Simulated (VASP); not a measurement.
Si:

```
CELL_PARAMETERS angstrom
3.87045 0.00000 0.00000
-1.93523 3.35191 0.00000
0.00000 0.00000 6.32341
ATOMIC_POSITIONS crystal
Si 0.33333 0.66667 0.99977
Si 0.66667 0.33333 0.49977
Si 0.33333 0.66667 0.37523
Si 0.66667 0.33333 0.87523
```

This cell differs from its parent crystal: epitaxial xy strain +1.0%.

Base run:

```yaml
Program: VASP 6.6.1
Functional: r2SCAN
Potentials_or_basis: VASP PAW PBE potentials, release 64 (Si)
Cutoff: 520 eV
k_mesh: 12 × 12 × 4
Occupations: gaussian, width 0.01 eV
Spin: no spin polarisation
```

Its results: band gap on the k mesh 0.61 eV, indirect (least direct gap 1.19 eV); pressure -1.8 GPa.

Task: The run is repeated on the same cell with these changes: functional from r2SCAN to PBE; occupations from gaussian, width 0.01 eV to fermi-dirac, width 0.02 eV. What comes out?

Result: Band gap on the k mesh 0.42 eV, indirect (least direct gap 0.87 eV); pressure -0.3 GPa.

Caveats: the PAW data sets were made with another functional, which shifts forces and pressure a little (some runs).

A k mesh can miss the band edges.
